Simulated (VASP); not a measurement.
**AlN: electric field gradients with PBE**

The system is AlN.

```
Al N
1.0
     3.10060    0.00000    0.00000
    -1.55030    2.68520    0.00000
     0.00000    0.00000    4.96135
Al N
2 2
Cartesian
  0.0000 1.7901 0.0000
  1.5503 0.8951 2.4807
  0.0000 1.7901 1.9101
  1.5503 0.8951 4.3908
```

This cell differs from its parent crystal: volume scaled by 0.99.

```
Program                : VASP 6.6.1
Task                   : electric field gradients
Functional             : PBE
Potentials or basis    : VASP PAW PBE potentials, release 64 (Al, N)
Cutoff                 : 520 eV
k mesh                 : 11 × 11 × 6
Occupations            : fermi-dirac, width 0.02 eV
Spin                   : no spin polarisation
Dipole correction      : no
Further INCAR settings : ALGO = Normal; EDIFF = 1e-08; NBANDS = 16
```

The pressure is 5.9 GPa. The largest force is 0.182 eV/Å. The band gap on the k mesh is 4.25 eV, direct.

Forces on the atoms (eV/Å):
```
Al   0.000  0.000  0.182
Al   0.000  0.000  0.182
N    0.000  0.000 -0.182
N    0.000  0.000 -0.182
```

Stress tensor (GPa, compression positive):
```
6.62 0.00 0.00
0.00 6.62 0.00
0.00 0.00 4.55
```

Levels at points of the mesh, in eV from the valence-band top:
| k point | band 5 | band 6 | band 7 | band 8 | band 9 | band 10 | band 11 | band 12 |
| --- | --- | --- | --- | --- | --- | --- | --- | --- |
| (0.00, 0.00, 0.00) | -0.95 | -0.30 | -0.30 | 0.00 | 4.25 | 6.71 | 10.69 | 11.16 |
| (0.00, 0.00, 0.50) | -0.63 | -0.63 | -0.63 | -0.63 | 6.53 | 6.53 | 10.36 | 10.36 |

Electric field gradients, principal values (V/Å²):
```tsv
atom	least	middle	greatest (by size)
1 Al	-4.352	-4.352	8.705
2 Al	-4.352	-4.352	8.705
3 N	-0.346	-0.346	0.692
4 N	-0.346	-0.346	0.692
```

Run time: 20 s on 1 thread of Intel(R) Xeon(R) Platinum 8488C (Sapphire Rapids), with other jobs on the host, peak memory 0.17 GiB.

Caveat: without QUAD_EFG the Cq values of the log hold for a quadrupole moment of 1 mb, not for the nuclei. A k mesh can miss the band edges.
